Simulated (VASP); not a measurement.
# KCr2MoF6 (Fm-3m) in VASP: further runs, part 2 of 2

VASP 6.6.1.

**4. Single point, PBE, collinear spin, ferromagnetic start**

The input, INCAR:

```
ALGO = Normal
EDIFF = 1E-7
ENCUT = 520
GGA = PE
ISIF = 2
ISMEAR = -1
ISPIN = 2
LASPH = T
LCHARG = T
LELF = T
LMAXMIX = 4
LORBIT = 11
LREAL = F
LVHAR = T
LWAVE = F
MAGMOM = 1.08 0.02 4.87 4.87 0.08 0.08 0.08 0.08 0.08 0.08
NBANDS = 60
NELM = 150
PREC = Accurate
SIGMA = 0.1
```

The input, KPOINTS:

```
k-points
0
Gamma
  4 4 4
```

The input, POSCAR:

```
KCr2MoF6
1.0
    0.0000000000      3.9127290000      3.9127290000
    3.9127290000      0.0000000000      3.9127290000
    3.9127290000      3.9127290000      0.0000000000
Mo K Cr F
1 1 2 6
Direct
    0.0000000000      0.0000000000      0.0000000000
    0.5000000000      0.5000000000      0.5000000000
    0.2500000000      0.2500000000      0.2500000000
    0.7500000000      0.7500000000      0.7500000000
    0.7730000000      0.2270000000      0.2270000000
    0.2270000000      0.7730000000      0.2270000000
    0.2270000000      0.7730000000      0.7730000000
    0.7730000000      0.2270000000      0.7730000000
    0.2270000000      0.2270000000      0.7730000000
    0.7730000000      0.7730000000      0.2270000000
```

Potentials or basis: VASP PAW PBE potentials, release 64 (Mo_sv, K_sv, Cr_pv, F).

Launch:

```console
> cat potpaw_PBE.64/Mo_sv/POTCAR potpaw_PBE.64/K_sv/POTCAR potpaw_PBE.64/Cr_pv/POTCAR potpaw_PBE.64/F/POTCAR > POTCAR
> mpirun -np 1 vasp_std > vasp.out
```

OUTCAR:

```text
EDIFF = 1E-7
   ENCUT = 520
   GGA = PE
   ISIF = 2
   ISMEAR = -1
   ISPIN = 2
   LASPH = T
   LORBIT = 11
   LREAL = F
   NELM = 150
   PREC = Accurate

 ion  position               nearest neighbor table
   1  0.000  0.000  0.000-   5 1.78   6 1.78   7 1.78   8 1.78   9 1.78  10 1.78
   2  0.500  0.500  0.500-   5 2.14   6 2.14   7 2.14   8 2.14   9 2.14  10 2.14   3 3.39   3 3.39
                             3 3.39   4 3.39   4 3.39   4 3.39   4 3.39   3 3.39
   3  0.250  0.250  0.250-   2 3.39   2 3.39   2 3.39   2 3.39
   4  0.750  0.750  0.750-   2 3.39   2 3.39   2 3.39   2 3.39
   5  0.773  0.227  0.227-   1 1.78   2 2.14
   6  0.227  0.773  0.227-   1 1.78   2 2.14
   7  0.227  0.773  0.773-   1 1.78   2 2.14
   8  0.773  0.227  0.773-   1 1.78   2 2.14
   9  0.227  0.227  0.773-   1 1.78   2 2.14
  10  0.773  0.773  0.227-   1 1.78   2 2.14

  LATTYP: Found a face centered cubic cell.
 ALAT       =     7.8254580000

  Lattice vectors:

 A1 = (   0.0000000000,   3.9127290000,   3.9127290000)
 A2 = (   3.9127290000,   0.0000000000,   3.9127290000)
 A3 = (   3.9127290000,   3.9127290000,   0.0000000000)

Analysis of symmetry for initial positions (statically):
=====================================================================
 Subroutine PRICEL returns:
 Original cell was already a primitive cell.

 Routine SETGRP: Setting up the symmetry group for a
 face centered cubic supercell.

 Subroutine GETGRP returns: Found 48 space group operations
 (whereof 48 operations were pure point group operations)
 out of a pool of 48 trial point group operations.

The static configuration has the point symmetry O_h .

Analysis of symmetry for dynamics (positions and initial velocities):
[... 657 lines left out ...]

 k-point     1 :       0.0000    0.0000    0.0000
  band No.  band energies     occupation
      1     -56.3865      1.00000
      2     -32.5375      1.00000
      3     -32.5375      1.00000
      4     -32.5375      1.00000
      5     -32.5335      1.00000
      6     -32.5335      1.00000
[... 461 lines left out ...]
     55      10.9627      0.00000
     56      12.9709      0.00000
 [bands above 56 left out]

------------------------ aborting loop because EDIFF is reached ----------------------------------------

  FORCE on cell =-STRESS in cart. coord.  units (eV):
  Direction    XX          YY          ZZ          XY          YZ          ZX
  --------------------------------------------------------------------------------------
  -------------------------------------------------------------------------------------
  Total       45.4773780     45.4773780     45.4773780     -0.0000000     -0.0000000     -0.0000000
  in kB      608.1863890    608.1863890    608.1863890     -0.0000000     -0.0000000     -0.0000000
  external PRESSURE =     608.1863890 kB  Pullay stress =       0.0000000 kB

 VOLUME and BASIS-vectors are now :
 -----------------------------------------------------------------------------
  energy-cutoff  :      520.00
  volume of cell :      119.80
      direct lattice vectors                 reciprocal lattice vectors
     0.000000000  3.912729000  3.912729000    -0.127788048  0.127788048  0.127788048
     3.912729000  0.000000000  3.912729000     0.127788048 -0.127788048  0.127788048
     3.912729000  3.912729000  0.000000000     0.127788048  0.127788048 -0.127788048

 POSITION                                       TOTAL-FORCE (eV/Angst)
 -----------------------------------------------------------------------------------
      0.00000      0.00000      0.00000         0.000000     -0.000000     -0.000000
      3.91273      3.91273      3.91273         0.000000     -0.000000     -0.000000
      1.95636      1.95636      1.95636         0.000000      0.000000      0.000000
      5.86909      5.86909      5.86909        -0.000000     -0.000000     -0.000000
      1.77638      3.91273      3.91273         5.277440     -0.000000      0.000000
      3.91273      1.77638      3.91273         0.000000      5.277440      0.000000
      6.04908      3.91273      3.91273        -5.277440     -0.000000      0.000000
      3.91273      6.04908      3.91273         0.000000     -5.277440      0.000000
      3.91273      3.91273      1.77638         0.000000     -0.000000      5.277440
      3.91273      3.91273      6.04908         0.000000     -0.000000     -5.277440
 -----------------------------------------------------------------------------------
    total drift:                               -0.000000     -0.000000     -0.000000

  FREE ENERGIE OF THE ION-ELECTRON SYSTEM (eV)
  ---------------------------------------------------
  free  energy   TOTEN  =       -49.0724575049 eV

  energy  without entropy=      -48.9062405253  energy(sigma->0) =      -48.98934902

 total charge

# of ion       s       p       d       tot
------------------------------------------
    1        2.417   6.476   4.424  13.317
    2        1.993   5.723   0.136   7.852
    3        0.144   6.019   4.409  10.572
    4        0.144   6.019   4.409  10.572
    5        1.759   4.425   0.000   6.184
    6        1.759   4.425   0.000   6.184
    7        1.759   4.425   0.000   6.184
    8        1.759   4.425   0.000   6.184
    9        1.759   4.425   0.000   6.184
   10        1.759   4.425   0.000   6.184
--------------------------------------------------
tot         15.252  50.788  13.379  79.419

 magnetization (x)

# of ion       s       p       d       tot
------------------------------------------
    1       -0.012  -0.015  -1.708  -1.735
    2        0.002   0.005  -0.005   0.002
    3        0.090   0.014   4.331   4.435
    4        0.090   0.014   4.331   4.435
    5        0.008  -0.013   0.000  -0.005
    6        0.008  -0.013   0.000  -0.005
    7        0.008  -0.013   0.000  -0.005
    8        0.008  -0.013   0.000  -0.005
    9        0.008  -0.013   0.000  -0.005
   10        0.008  -0.013   0.000  -0.005
--------------------------------------------------
tot          0.217  -0.059   6.949   7.107
```

OSZICAR:

```text
N       E                     dE             d eps       ncg     rms          rms(c)
DAV:   1     0.110919883519E+04    0.11092E+04   -0.49076E+04  1920   0.159E+03
DAV:   2     0.404300088186E+02   -0.10688E+04   -0.10141E+04  2040   0.489E+02
DAV:   3    -0.502477224139E+02   -0.90678E+02   -0.88866E+02  2188   0.154E+02
[... 13 lines left out ...]
DAV:  17    -0.490724556893E+02   -0.76647E-05   -0.54757E-05  2308   0.364E-02    0.169E-02
DAV:  18    -0.490724564405E+02   -0.75120E-06   -0.53643E-06  2432   0.119E-02    0.109E-02
DAV:  19    -0.490724569239E+02   -0.48336E-06   -0.22099E-06  2096   0.680E-03    0.261E-03
DAV:  20    -0.490724573414E+02   -0.41756E-06   -0.22123E-07  1732   0.243E-03    0.149E-03
DAV:  21    -0.490724574539E+02   -0.11251E-06   -0.40244E-08  1340   0.111E-03    0.459E-04
DAV:  22    -0.490724575049E+02   -0.50955E-07   -0.12633E-08  1084   0.641E-04
   1 F= -.49072458E+02 E0= -.48989349E+02  d E =-.166217E+00  mag=     8.2225
```

stdout:

```text
POSCAR found type information on POSCAR MoK CrF
 POSCAR found :  4 types and      10 ions
 scaLAPACK will be used
 LDA part: xc-table for (Slater+PW92), standard interpolation
 POSCAR, INCAR and KPOINTS ok, starting setup
 FFT: planning ... GRIDC
 FFT: planning ... GRID_SOFT
 FFT: planning ... GRID
 WAVECAR not read
 entering main loop
```

Wall time 3.6 min (1 thread of Intel Xeon Platinum 8375C at 2.90GHz (Ice Lake), shared host); peak memory 0.36 GiB.

Results:

| Property | Result |
| --- | --- |
| Free energy | -49.0725 eV |
| Pressure | 60.8 GPa |
| Largest force | 5.277 eV/Å |
| Net moment | 8.22 μB per cell |
| Site moments | Mo -1.74; K +0.00; Cr +4.43; F -0.01 μB |
| Valence electrons inside the program's atomic spheres | Mo 13.32; K 7.85; Cr 10.57; F 6.18 |

Forces in eV/Å, atoms in the order of the input:
```
Mo   0.000  0.000  0.000
K    0.000  0.000  0.000
Cr   0.000  0.000  0.000
Cr   0.000  0.000  0.000
F    5.277  0.000  0.000
F    0.000  5.277  0.000
F   -5.277  0.000  0.000
F    0.000 -5.277  0.000
F    0.000  0.000  5.277
F    0.000  0.000 -5.277
```

Levels at points of the mesh, in eV from the Fermi level:
Spin up:
| k point | band 47 | band 48 | band 49 | band 50 | band 51 | band 52 |
| --- | --- | --- | --- | --- | --- | --- |
| (0.00, 0.00, 0.00) | -1.25 | -0.80 | -0.80 | 0.84 | 1.19 | 1.19 |
| (0.50, 0.00, 0.00) | -0.90 | -0.90 | -0.12 | 0.31 | 1.54 | 1.54 |
| (0.50, 0.50, 0.00) | -0.83 | -0.72 | 0.69 | 0.83 | 1.58 | 1.58 |
Spin down:
```tsv
k point	band 37	band 38	band 39	band 40	band 41	band 42	band 43	band 44	band 45	band 46
(0.00, 0.00, 0.00)	-6.54	-6.54	-0.70	-0.51	-0.51	-0.51	1.76	1.76	2.38	2.38
(0.50, 0.00, 0.00)	-7.21	-7.18	-0.25	-0.11	-0.11	1.50	1.65	2.52	2.52	2.54
(0.50, 0.50, 0.00)	-6.51	-6.51	-0.50	0.10	0.10	1.57	2.31	2.38	2.57	2.79
```

Caveat: semilocal functionals often make such compounds metallic where correlation or magnetic order opens a gap, which also shifts bond lengths; only a ferromagnetic start was run, and an antiferromagnetic order may lie lower in energy; forces of over 1 eV/Å act on the atoms, so gaps and moduli don't describe the material at rest. With open d or f shells a metallic result of PBE can be an artefact of self-interaction; +U or a hybrid may open a gap.
